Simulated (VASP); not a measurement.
# W (a cell with a defect) in VASP: a series of runs

The runs below take W (a cell with a defect) through single point, with PBE+D3(BJ).

All numbers are computed with VASP 6.6.1; they aren't measurements. Logs are shortened: lines on timing, memory, paths and dates and some standing lists are left out, and cuts for length are marked.

### 1 The cell of the first run

The cell holds a defect, 15 atoms: a = 6.320 Å, b = 6.320 Å, c = 6.320 Å, α = 90.00°, β = 90.00°, γ = 90.00°.

### 2 Single point, PBE+D3(BJ)

The input, INCAR:

```
PREC = Accurate
ENCUT = 520
EDIFF = 1E-7
ISMEAR = 0
SIGMA = 0.05
LREAL = Auto
LASPH = T
NELM = 60
ALGO = Normal
ISIF = 2
LWAVE = F
LCHARG = F
GGA = PE
IVDW = 12
NBANDS = 118
```

The input, KPOINTS:

```
regular mesh
0
Gamma
  3 3 3
```

The input, POSCAR:

```
W
1.0
    6.3200000000      0.0000000000      0.0000000000
    0.0000000000      6.3200000000      0.0000000000
    0.0000000000      0.0000000000      6.3200000000
W
15
Direct
   -0.2473576362      0.2473576362      0.2473576362
    0.5000000000      0.0000000000      0.0000000000
    0.0000000000      0.5000000000      0.0000000000
    0.0000000000      0.0000000000      0.5000000000
    0.2473576362      0.2473576362      0.2473576362
    0.5000000000      0.5000000000      0.0000000000
    0.5000000000      0.0000000000      0.5000000000
    0.0000000000      0.5000000000      0.5000000000
    0.2473576362      0.7526423638      0.2473576362
    0.2473576362      0.2473576362      0.7526423638
    0.5000000000      0.5000000000      0.5000000000
    0.7526423638      0.7526423638      0.2473576362
    0.7526423638      0.2473576362      0.7526423638
    0.2473576362      0.7526423638      0.7526423638
    0.7526423638      0.7526423638      0.7526423638
```

Potentials or basis: VASP PAW PBE potentials, release 64 (W_sv).

The run is started by

```sh
$ cat potpaw_PBE.64/W_sv/POTCAR > POTCAR
$ mpirun -np 1 vasp_std > vasp.out
```

OUTCAR:

```text
PREC = Accurate
   ENCUT = 520
   EDIFF = 1E-7
   ISMEAR = 0
   LREAL = Auto
   LASPH = T
   NELM = 60
   ISIF = 2
   GGA = PE
   IVDW = 12
 IVDW          = 12

 ion  position               nearest neighbor table
   1  0.753  0.247  0.247-   2 2.73   3 2.73   4 2.73   6 2.75   7 2.75   8 2.75  11 2.77   5 3.13
                            12 3.13  13 3.13  12 3.19  13 3.19   5 3.19
   2  0.500  0.000  0.000-   1 2.73   5 2.73   9 2.73  10 2.73  12 2.73  13 2.73  14 2.73  15 2.73
                             6 3.16   7 3.16   7 3.16   6 3.16
   3  0.000  0.500  0.000-   1 2.73   5 2.73   9 2.73  10 2.73  12 2.73  13 2.73  14 2.73  15 2.73
                             6 3.16   8 3.16   8 3.16   6 3.16
   4  0.000  0.000  0.500-   1 2.73   5 2.73   9 2.73  10 2.73  12 2.73  13 2.73  14 2.73  15 2.73
                             7 3.16   8 3.16   8 3.16   7 3.16
   5  0.247  0.247  0.247-   2 2.73   3 2.73   4 2.73   6 2.75   7 2.75   8 2.75  11 2.77   9 3.13
                            10 3.13   1 3.13   9 3.19  10 3.19   1 3.19
   6  0.500  0.500  0.000-   1 2.75   5 2.75   9 2.75  10 2.75  12 2.75  13 2.75  14 2.75  15 2.75
                             2 3.16  11 3.16   3 3.16  11 3.16   2 3.16   3 3.16
   7  0.500  0.000  0.500-   1 2.75   5 2.75   9 2.75  10 2.75  12 2.75  13 2.75  14 2.75  15 2.75
                             2 3.16  11 3.16   4 3.16   2 3.16  11 3.16   4 3.16
   8  0.000  0.500  0.500-   1 2.75   5 2.75   9 2.75  10 2.75  12 2.75  13 2.75  14 2.75  15 2.75
                             3 3.16  11 3.16   4 3.16   3 3.16   4 3.16  11 3.16
   9  0.247  0.753  0.247-   2 2.73   3 2.73   4 2.73   6 2.75   7 2.75   8 2.75  11 2.77   5 3.13
                            12 3.13  14 3.13  12 3.19  14 3.19   5 3.19
  10  0.247  0.247  0.753-   2 2.73   3 2.73   4 2.73   6 2.75   7 2.75   8 2.75  11 2.77   5 3.13
                            13 3.13  14 3.13  13 3.19  14 3.19   5 3.19
  11  0.500  0.500  0.500-   1 2.77   5 2.77   9 2.77  10 2.77  12 2.77  13 2.77  14 2.77  15 2.77
                             6 3.16   7 3.16   8 3.16   6 3.16   7 3.16   8 3.16
  12  0.753  0.753  0.247-   2 2.73   3 2.73   4 2.73   6 2.75   7 2.75   8 2.75  11 2.77   9 3.13
                             1 3.13  15 3.13  15 3.19   1 3.19   9 3.19
  13  0.753  0.247  0.753-   2 2.73   3 2.73   4 2.73   6 2.75   7 2.75   8 2.75  11 2.77  10 3.13
                             1 3.13  15 3.13  15 3.19   1 3.19  10 3.19
  14  0.247  0.753  0.753-   2 2.73   3 2.73   4 2.73   6 2.75   7 2.75   8 2.75  11 2.77  10 3.13
                             9 3.13  15 3.13  15 3.19   9 3.19  10 3.19
  15  0.753  0.753  0.753-   2 2.73   3 2.73   4 2.73   6 2.75   7 2.75   8 2.75  11 2.77  12 3.13
                            13 3.13  14 3.13  12 3.19  13 3.19  14 3.19

  LATTYP: Found a simple cubic cell.
 ALAT       =     6.3200000000

  Lattice vectors:

 A1 = (   6.3200000000,   0.0000000000,   0.0000000000)
 A2 = (   0.0000000000,   6.3200000000,   0.0000000000)
 A3 = (   0.0000000000,   0.0000000000,   6.3200000000)

Analysis of symmetry for initial positions (statically):
=====================================================================
 Subroutine PRICEL returns:
 Original cell was already a primitive cell.

 Routine SETGRP: Setting up the symmetry group for a
 simple cubic supercell.

 Subroutine GETGRP returns: Found 48 space group operations
 (whereof 48 operations were pure point group operations)
 out of a pool of 48 trial point group operations.

The static configuration has the point symmetry O_h .

Analysis of symmetry for dynamics (positions and initial velocities):
=====================================================================
 Subroutine PRICEL returns:
 Original cell was already a primitive cell.

 Routine SETGRP: Setting up the symmetry group for a
 simple cubic supercell.

 Subroutine GETGRP returns: Found 48 space group operations
 (whereof 48 operations were pure point group operations)
 out of a pool of 48 trial point group operations.

The dynamic configuration has the point symmetry O_h .

 Subroutine INISYM returns: Found 48 space group operations
 (whereof 48 operations are pure point group operations),
 and found     1 'primitive' translations

----------------------------------------------------------------------------------------

                                     Primitive cell

  volume of cell :     252.4360

  direct lattice vectors                    reciprocal lattice vectors
     6.320000000  0.000000000  0.000000000     0.158227848  0.000000000  0.000000000
     0.000000000  6.320000000  0.000000000     0.000000000  0.158227848  0.000000000
     0.000000000  0.000000000  6.320000000     0.000000000  0.000000000  0.158227848

  length of vectors
[... 59 lines left out ...]
 ===========================================

 Found      4 irreducible k-points:

 Following reciprocal coordinates:
            Coordinates               Weight
  0.000000  0.000000  0.000000      1.000000
  0.333333  0.000000  0.000000      6.000000
  0.333333  0.333333  0.000000     12.000000
  0.333333  0.333333  0.333333      8.000000
   k-points           NKPTS =      4   k-points in BZ     NKDIM =      4   number of bands    NBANDS=    118
   number of dos      NEDOS =    301   number of ions     NIONS =     15
   total plane-waves  NPLWV = 110592
   dimension x,y,z NGX =    48 NGY =   48 NGZ =   48
   dimension x,y,z NGXF=    96 NGYF=   96 NGZF=   96
   ions per type =              15
   NGX,Y,Z   is equivalent  to a cutoff of  12.63, 12.63, 12.63 a.u.
   NGXF,Y,Z  is equivalent  to a cutoff of  25.25, 25.25, 25.25 a.u.
 SYSTEM =  unknown system
   PREC   = accura    normal or accurate (medium, high low for compatibility)
   ISTART =      0    job   : 0-new  1-cont  2-samecut
   ICHARG =      2    charge: 1-file 2-atom 10-const
   ISPIN  =      1    spin polarized calculation?
   LNONCOLLINEAR =      F non collinear calculations
   LSORBIT =      F    spin-orbit coupling
   LASPH  =      T    aspherical Exc in radial PAW
   ENCUT  =  520.0 eV  38.22 Ry    6.18 a.u.  11.75 11.75 11.75*2*pi/ulx,y,z
   NELM   =     60;   NELMIN=  2; NELMDL= -5     # of ELM steps
   EDIFF  = 0.1E-06   stopping-criterion for ELM
   LREAL  =      T    real-space projection
   EDIFFG = 0.1E-05   stopping-criterion for IOM
   NSW    =      0    number of steps for IOM
   IBRION =     -1    ionic relax: 0-MD 1-quasi-New 2-CG
   NFREE  =      0    steps in history (QN), initial steepest desc. (CG)
   ISIF   =      2    stress and relaxation
   ISYM   =      2    0-nonsym 1-usesym 2-fastsym
   POTIM  = 0.5000    time-step for ionic-motion
   TEBEG  =    0.0;   TEEND  =   0.0 temperature during run
   PSTRESS=    0.0 pullay stress
   NELECT =     210.0000    total number of electrons
   NUPDOWN=      -1.0000    fix difference up-down
   EMIN   =  10.00;   EMAX   =-10.00  energy-range for DOS
   EFERMI =   0.00;   METHOD = LEGACY
   ISMEAR =     0;   SIGMA  =   0.05  broadening in eV -4-tet -1-fermi 0-gaus
   EFERMI_NEDOS =   21; number of points for ismear=-14 and -15
   IALGO  =     38    algorithm
   IMIX   =      4    mixing-type and parameters
     AMIX     =   0.40;   BMIX     =  1.00
     AMIX_MAG =   1.60;   BMIX_MAG =  1.00
  volume/ion in A,a.u.               =      16.83       113.57
  Fermi-wavevector in a.u.,A,eV,Ry     =   1.539681  2.909576 32.254225  2.370619
  Thomas-Fermi vector in A             =   2.645875
   LORBIT       =      0    0 simple, 1 ext, 2 COOP (PROOUT), +10 PAW based schemes
   GGA     = PE    functional components
   LHFCALC =     F    Hartree Fock is set to
   AEXX    =    0.0000 exact exchange contribution
   IVDW    =    12    specifies the selected vdW correction
   LEPSILON=     F    determine dielectric tensor
   LRPA    =     F    only Hartree local field effects (RPA)
 non-spin polarized calculation
 Gauss-broadening in eV      SIGMA  =   0.05
  energy-cutoff  :      520.00
  volume of cell :      252.44
 maximum number of plane-waves:      6859
 NGX is ok and might be reduce to    48
   NGX = 23   NGY = 23   NGZ = 23

 number of electron     210.0000005 magnetization

 Free energy of the ion-electron system (eV)
  ---------------------------------------------------
  ext. energy  EPLUGINS =         0.00000000
  ---------------------------------------------------
  free energy    TOTEN  =      -190.81950245 eV

  energy without entropy =     -190.80105009  energy(sigma->0) =     -190.81027627

 E-fermi :  10.2466     XC(G=0): -13.2208

 val. band max:       10.1847424147   @ k =   0.0000   0.0000   0.0000
 cond. band min:      10.2577812653   @ k =   0.3333   0.3333   0.0000
 fundamental gap:      0.0730388506
 Fermi energy:        10.2466050143

 k-point     1 :       0.0000    0.0000    0.0000
  band No.  band energies     occupation
      1     -63.6469      2.00000
      2     -63.5743      2.00000
      3     -63.5743      2.00000
      4     -63.5743      2.00000
      5     -63.5651      2.00000
      6     -63.5651      2.00000
[... 469 lines left out ...]
    116      12.6367      0.00000
    117      12.6391      0.00000
 [bands above 117 left out]

------------------------ aborting loop because EDIFF is reached ----------------------------------------

 Edisp (eV)   -9.80585

 E8    (eV) :    -5.0261

  FORCE on cell =-STRESS in cart. coord.  units (eV):
  Direction    XX          YY          ZZ          XY          YZ          ZX
  --------------------------------------------------------------------------------------
  -------------------------------------------------------------------------------------
  Total     -10.26529   -10.26529   -10.26529     0.00000    -0.00000     0.00000
  in kB     -65.15242   -65.15242   -65.15242     0.00000    -0.00000     0.00000
  external pressure =      -65.15 kB  Pullay stress =        0.00 kB

 VOLUME and BASIS-vectors are now :
 -----------------------------------------------------------------------------
  energy-cutoff  :      520.00
  volume of cell :      252.44
      direct lattice vectors                 reciprocal lattice vectors
     6.320000000  0.000000000  0.000000000     0.158227848  0.000000000  0.000000000
     0.000000000  6.320000000  0.000000000     0.000000000  0.158227848  0.000000000
     0.000000000  0.000000000  6.320000000     0.000000000  0.000000000  0.158227848

 POSITION                                       TOTAL-FORCE (eV/Angst)
 -----------------------------------------------------------------------------------
      4.75670      1.56330      1.56330        -0.001775      0.001775      0.001775
      3.16000      0.00000      0.00000         0.000000     -0.000000      0.000000
      0.00000      3.16000      0.00000         0.000000     -0.000000      0.000000
      0.00000      0.00000      3.16000         0.000000     -0.000000      0.000000
      1.56330      1.56330      1.56330         0.001775      0.001775      0.001775
      3.16000      3.16000      0.00000         0.000000     -0.000000      0.000000
      3.16000      0.00000      3.16000         0.000000     -0.000000      0.000000
      0.00000      3.16000      3.16000         0.000000     -0.000000      0.000000
      1.56330      4.75670      1.56330         0.001775     -0.001775      0.001775
      1.56330      1.56330      4.75670         0.001775      0.001775     -0.001775
      3.16000      3.16000      3.16000         0.000000     -0.000000      0.000000
      4.75670      4.75670      1.56330        -0.001775     -0.001775      0.001775
      4.75670      1.56330      4.75670        -0.001775      0.001775     -0.001775
      1.56330      4.75670      4.75670         0.001775     -0.001775     -0.001775
      4.75670      4.75670      4.75670        -0.001775     -0.001775     -0.001775
 -----------------------------------------------------------------------------------
    total drift:                                0.000000      0.000000      0.000000

  FREE ENERGIE OF THE ION-ELECTRON SYSTEM (eV)
  ---------------------------------------------------
  free  energy   TOTEN  =      -200.6253541826 eV

  energy  without entropy=     -200.6069018202  energy(sigma->0) =     -200.61612800
```

Wall time 3.3 min (1 thread of AMD EPYC 9R45 (Zen 5), shared host); peak memory 0.33 GiB.

Results:

```
Free energy                : -200.6254 eV
Pressure                   : -6.5 GPa
Largest force              : 0.003 eV/Å
Band gap on the k mesh     : zero (bands 105 and 106 overlap by 0.01 eV)
Dispersion energy per atom : -0.654 eV
```

Forces in eV/Å, atoms in the order of the input:
```
W   -0.002  0.002  0.002
W    0.000  0.000  0.000
W    0.000  0.000  0.000
W    0.000  0.000  0.000
W    0.002  0.002  0.002
W    0.000  0.000  0.000
W    0.000  0.000  0.000
W    0.000  0.000  0.000
W    0.002 -0.002  0.002
W    0.002  0.002 -0.002
W    0.000  0.000  0.000
W   -0.002 -0.002  0.002
W   -0.002  0.002 -0.002
W    0.002 -0.002 -0.002
W   -0.002 -0.002 -0.002
```

Caveat: spin-orbit coupling is left out, which moves the levels of the heavy elements.

(Continued in part 2 of 2.)
